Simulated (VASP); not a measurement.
## P: single point with PBE+D3(BJ)

System: P, a slab with vacuum.

```
P
1.0
     3.29619    0.00000    0.00000
     0.00000    4.43916    0.00000
     0.00000    0.00000   21.74620
P
8
Cartesian
  1.6481 4.0729 4.5000
  0.0000 2.5858 4.5000
  1.6481 0.3663 6.6231
  0.0000 1.8533 6.6231
  1.6481 0.3663 11.3831
  0.0000 -1.1208 11.3831
  1.6481 -3.3404 13.5062
  0.0000 -1.8533 13.5062
```

| Item | Value |
| --- | --- |
| Program | VASP 6.6.1 |
| Task | single point |
| Functional | PBE |
| Dispersion | D3(BJ) |
| Potentials or basis | VASP PAW PBE potentials, release 64 (P) |
| Cutoff | 520 eV |
| k mesh | 8 × 6 × 1 |
| Occupations | gaussian, width 0.05 eV |
| Spin | no spin polarisation |

```
Largest force              : 0.065 eV/Å
Band gap on the k mesh     : 0.58 eV
Dispersion energy per atom : -0.265 eV
```

Forces in eV/Å, atoms in the order of the input:
```
P    0.000 -0.031  0.057
P    0.000  0.027  0.050
P    0.000  0.030  0.006
P    0.000 -0.024  0.002
P    0.000 -0.030 -0.006
P    0.000  0.024 -0.002
P    0.000  0.031 -0.057
P    0.000 -0.027 -0.050
```

Levels at points of the mesh, in eV from the valence-band top:
| k point | band 16 | band 17 | band 18 | band 19 | band 20 | band 21 | band 22 | band 23 | band 24 | band 25 |
| --- | --- | --- | --- | --- | --- | --- | --- | --- | --- | --- |
| (0.00, 0.00, 0.00) | -1.83 | -1.78 | -1.78 | -0.05 | 0.00 | 0.58 | 0.91 | 1.55 | 1.57 | 2.71 |
| (0.50, 0.00, 0.00) | -2.75 | -2.11 | -2.09 | -2.02 | -2.01 | 1.26 | 1.26 | 1.31 | 1.31 | 1.92 |
| (0.00, 0.50, 0.00) | -2.57 | -1.09 | -1.06 | -1.05 | -1.02 | 2.06 | 2.08 | 2.10 | 2.12 | 3.36 |
| (0.50, 0.50, 0.00) | -4.88 | -1.38 | -1.38 | -1.29 | -1.28 | 2.31 | 2.38 | 2.42 | 2.49 | 4.25 |

Wall time 5.2 min on 1 thread of Intel(R) Xeon(R) Platinum 8259CL CPU @ 2.50GHz (Skylake/Cascade Lake) (shared host), peak memory 0.44 GiB.
